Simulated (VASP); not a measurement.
# AgBr in VASP: a series of runs, part 2 of 2

VASP 6.6.1. The steps go on from the part before.

## (3) Single point, PBE

This run uses another cell than the first one, of 24.21 Å³/atom.

INCAR reads:

```
SYSTEM = AgBr
PREC = Accurate ; ENCUT = 500
EDIFF = 1E-6 ; ISMEAR = 0
SIGMA = 0.01 ; LREAL = .FALSE.
LASPH = .TRUE. ; NELM = 120
ALGO = Normal ; ISIF = 2
LWAVE = .FALSE. ; LCHARG = .TRUE.
GGA = PE ; LELF = .TRUE.
LVHAR = .TRUE. ; NBANDS = 26
GGA_COMPAT = .FALSE.
```

KPOINTS reads:

```
Automatic mesh
0
G
  6 6 4
  0 0 0
```

POSCAR reads:

```
AgBr
1.0
    4.0921162106      0.0000000000      0.0414619171
    0.0000000000      4.0919047452      0.0000000000
   -0.0576709922      0.0000000000      5.7835259946
Ag Br
2 2
Direct
    0.7499714259      0.7500000000      0.7499778862
    0.2500285741      0.2500000000      0.2500221138
    0.2499845032      0.2500000000      0.7500035515
    0.7500154968      0.7500000000      0.2499964485
```

Potentials or basis: VASP PAW PBE potentials, release 64 (Ag, Br).

Started as:

```console
$ cat potpaw_PBE.64/Ag/POTCAR potpaw_PBE.64/Br/POTCAR > POTCAR
$ mpirun -np 1 vasp_std > vasp.out
```

OUTCAR:

```text
SYSTEM = AgBr
   PREC = Accurate
   ENCUT = 500
   EDIFF = 1E-6
   ISMEAR = 0
   LREAL = .FALSE.
   LASPH = .TRUE.
   NELM = 120
   ISIF = 2
   GGA = PE

 ion  position               nearest neighbor table
   1  0.750  0.750  0.750-   4 2.89   4 2.89   3 2.89   3 2.89   3 2.89   3 2.89
   2  0.250  0.250  0.250-   3 2.89   3 2.89   4 2.89   4 2.89   4 2.89   4 2.89
   3  0.250  0.250  0.750-   2 2.89   2 2.89   1 2.89   1 2.89   1 2.89   1 2.89
   4  0.750  0.750  0.250-   1 2.89   1 2.89   2 2.89   2 2.89   2 2.89   2 2.89

  LATTYP: Found a simple monoclinic cell.
 ALAT       =     4.0923262543
 B/A-ratio  =     0.9998970001
 C/A-ratio  =     1.4133314804
 COS(beta)  =    -0.0001605320

  Lattice vectors:

 A1 = (   4.0921162106,   0.0000000000,   0.0414619171)
 A2 = (   0.0000000000,  -4.0919047452,   0.0000000000)
 A3 = (   0.0576709922,   0.0000000000,  -5.7835259946)

Analysis of symmetry for initial positions (statically):
=====================================================================
 Subroutine PRICEL returns:
 Original cell was already a primitive cell.

[... 170 lines left out ...]
  ext. energy  EPLUGINS =         0.00000000
  ---------------------------------------------------
  free energy    TOTEN  =        -9.99034392 eV

  energy without entropy =       -9.99034392  energy(sigma->0) =       -9.99034392

 E-fermi :   3.4458     XC(G=0):  -9.7395

 val. band max:        3.3341038901   @ k =   0.5000   0.0000   0.5000
 cond. band min:       4.0094368075   @ k =   0.0000   0.0000   0.0000
 fundamental gap:      0.6753329174
 Fermi energy:         3.4458197887

 k-point     1 :       0.0000    0.0000    0.0000
  band No.  band energies     occupation
      1     -11.5966      2.00000
      2     -11.1485      2.00000
      3      -0.7759      2.00000
      4       0.3782      2.00000
      5       0.6140      2.00000
      6       0.6147      2.00000
[... 685 lines left out ...]
     25      11.8607      0.00000
     26      12.1626      0.00000

 [... further k-points ...]
[... 5 lines left out ...]
  --------------------------------------------------------------------------------------
  -------------------------------------------------------------------------------------
  Total        0.7069371      0.7078074      0.7055197      0.0000000      0.0000000     -0.0006773
  in kB       11.6944905     11.7088880     11.6710442      0.0000000      0.0000000     -0.0112045
  external PRESSURE =      11.6914743 kB  Pullay stress =       0.0000000 kB

 VOLUME and BASIS-vectors are now :
 -----------------------------------------------------------------------------
  energy-cutoff  :      500.00
  volume of cell :       96.85
      direct lattice vectors                 reciprocal lattice vectors
     4.092116211  0.000000000  0.041461917     0.244347649  0.000000000  0.002436536
     0.000000000  4.091904745  0.000000000     0.000000000  0.244384966  0.000000000
    -0.057670992  0.000000000  5.783525995    -0.001751721  0.000000000  0.172887435

 POSITION                                       TOTAL-FORCE (eV/Angst)
 -----------------------------------------------------------------------------------
      3.02572      3.06893      4.36861         0.000066      0.000000      0.000183
      1.00873      1.02298      1.45638        -0.000066     -0.000000     -0.000183
      0.97971      1.02298      4.34803        -0.000017     -0.000000      0.000132
      3.05473      3.06893      1.47696         0.000017     -0.000000     -0.000132
 -----------------------------------------------------------------------------------
    total drift:                                0.000000     -0.000000      0.000000

  FREE ENERGIE OF THE ION-ELECTRON SYSTEM (eV)
  ---------------------------------------------------
  free  energy   TOTEN  =        -9.9903439167 eV

  energy  without entropy=       -9.9903439167  energy(sigma->0) =       -9.99034392
```

Wall time 88 s (1 thread of Intel Xeon Platinum 8259CL at 2.50GHz (Skylake/Cascade Lake), shared host); peak memory 0.25 GiB.

Results:

| Property | Result |
| --- | --- |
| Free energy | -9.9903 eV |
| Pressure | 1.2 GPa |
| Band gap on the k mesh | 0.68 eV |

Levels at points of the mesh, in eV from the valence-band top:
```
           k point  band 16  band 17  band 18  band 19  band 20  band 21
(0.00, 0.00, 0.00)    -1.85    -1.85    -1.85     0.68     1.65     7.09
(0.50, 0.00, 0.00)    -1.82    -0.10    -0.10     4.90     4.90     5.22
(0.00, 0.50, 0.00)    -1.82    -0.10    -0.10     4.90     4.90     5.22
(0.50, 0.50, 0.00)    -2.31    -2.23    -2.23     1.65     1.65     7.10
(0.00, 0.00, 0.50)    -1.80    -1.59    -1.59     3.24     3.24     6.69
(0.50, 0.00, 0.50)     0.00     0.00     0.00     3.80     3.80     6.45
(0.00, 0.50, 0.50)     0.00     0.00     0.00     3.80     3.80     6.45
(0.50, 0.50, 0.50)    -2.21    -1.47    -1.47     3.76     3.76     7.14
```

A k mesh can miss the band edges.

## (4) Single point, PBE (24.18 Å³/atom)

This run uses another cell than the first one, of 24.18 Å³/atom.

INCAR reads:

```
SYSTEM = AgBr
PREC = Accurate ; ENCUT = 500
EDIFF = 1E-6 ; ISMEAR = 0
SIGMA = 0.01 ; LREAL = .False.
LASPH = .True. ; NELM = 120
ALGO = Normal ; ISIF = 2
LWAVE = .False. ; LCHARG = .False.
GGA = PE ; NBANDS = 26
GGA_COMPAT = .False.
```

KPOINTS reads:

```
Automatic mesh
0
Gamma
  6 6 4
  0 0 0
```

POSCAR reads:

```
AgBr
1.0
    4.0907225603      0.0000000000      0.0418176668
    0.0000000000      4.0900388138      0.0000000000
   -0.0571167314      0.0000000000      5.7803848194
Ag Br
2 2
Direct
    0.7498190468      0.7500000000      0.7499454562
    0.2501809532      0.2500000000      0.2500545438
    0.2497690821      0.2500000000      0.7500045594
    0.7502309179      0.7500000000      0.2499954406
```

Started as:

```console
$ cat potpaw_PBE.64/Ag/POTCAR potpaw_PBE.64/Br/POTCAR > POTCAR
$ mpirun -np 1 vasp_std > vasp.out
```

Wall time 90 s (1 thread of Intel Xeon Platinum 8259CL at 2.50GHz (Skylake/Cascade Lake), shared host); peak memory 0.25 GiB.

It converged, with:

- Free energy: -9.9894 eV
- Pressure: 1.2 GPa
- Band gap on the k mesh: 0.67 eV

Levels at points of the mesh, in eV from the valence-band top:
```
           k point  band 14  band 15  band 16  band 17  band 18  band 19  band 20  band 21  band 22  band 23
(0.00, 0.00, 0.00)    -2.32    -2.23    -1.86    -1.86    -1.85     0.67     1.64     7.09     8.98     9.91
(0.50, 0.00, 0.00)    -1.94    -1.83    -1.82    -0.10    -0.10     4.91     4.91     5.21     5.21     7.39
(0.00, 0.50, 0.00)    -1.95    -1.83    -1.83    -0.10    -0.10     4.91     4.91     5.21     5.21     7.39
(0.50, 0.50, 0.00)    -2.32    -2.32    -2.32    -2.23    -2.23     1.65     1.65     7.09     7.09     8.97
(0.00, 0.00, 0.50)    -1.80    -1.80    -1.80    -1.60    -1.60     3.24     3.24     6.69     6.69     7.85
(0.50, 0.00, 0.50)    -2.09     0.00     0.00     0.00     0.00     3.79     3.80     6.46     6.46     6.80
(0.00, 0.50, 0.50)    -2.09     0.00     0.00     0.00     0.00     3.79     3.79     6.46     6.46     6.80
(0.50, 0.50, 0.50)    -2.22    -2.22    -2.22    -1.47    -1.47     3.76     3.76     7.14     7.14     7.66
```

A k mesh can miss the band edges.

## (5) Summary

| cell | gap on the mesh (eV) | pressure (GPa) |
| --- | --- | --- |
| a = 4.048, b = 4.047, c = 5.720 Å, 4 atoms | 0.67 | 2.8 |
| a = 4.092, b = 4.092, c = 5.784 Å, 4 atoms | 0.68 | 1.2 |
| a = 4.091, b = 4.090, c = 5.781 Å, 4 atoms | 0.67 | 1.2 |

Alike in all rows: task single point; level PBE; potentials or basis VASP PAW PBE potentials, release 64 (Ag, Br); no spin polarisation; k mesh 6 × 6 × 4; cutoff (eV) 500; smearing gaussian 0.01 eV.

Total energies depend on the potentials used, so only differences within one code and one set of settings carry meaning.
